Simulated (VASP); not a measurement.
Write the native input for VASP 6.6.1 that does the following.

| Property | Result |
| --- | --- |
| Task | single point |
| Functional | PBE |
| Potentials or basis | VASP PAW PBE potentials, release 64 (Au, Zn) |
| Cutoff | 520 eV |
| k mesh | 11 × 11 × 11 |
| Occupations | fermi-dirac, width 0.1 eV |
| Spin | no spin polarisation |
| Dipole correction | no |
| Further INCAR settings | ALGO = Normal; EDIFF = 1e-06; NBANDS = 18 |

The structure of ZnAu lies in POSCAR:

```
ZnAu
1.0
    3.1323220000      0.0000000000      0.0000000000
    0.0000000000      3.1323220000      0.0000000000
    0.0000000000      0.0000000000      3.1323220000
Au Zn
1 1
Direct
    0.0000000000      0.0000000000      0.0000000000
    0.5000000000      0.5000000000      0.5000000000
```

The input as run:

INCAR

```
SYSTEM = ZnAu
PREC = Accurate
ENCUT = 520
EDIFF = 1E-6
ISMEAR = -1
SIGMA = 0.1
LREAL = .FALSE.
LASPH = .TRUE.
NELM = 100
ALGO = Normal
ISIF = 2
LWAVE = .FALSE.
LCHARG = .FALSE.
GGA = PE
NBANDS = 18
```

KPOINTS

```
regular mesh
0
G
  11 11 11
  0 0 0
```

Potentials or basis: VASP PAW PBE potentials, release 64 (Au, Zn).

The run is started by

```console
$ cat potpaw_PBE.64/Au/POTCAR potpaw_PBE.64/Zn/POTCAR > POTCAR
$ mpirun -np 1 vasp_std > vasp.out
```

It gave:

```yaml
Pressure: 7.0 GPa
```

Run time: 9.2 s on 1 thread of Intel(R) Xeon(R) Platinum 8488C (Sapphire Rapids), on a shared host, peak memory 0.15 GiB.
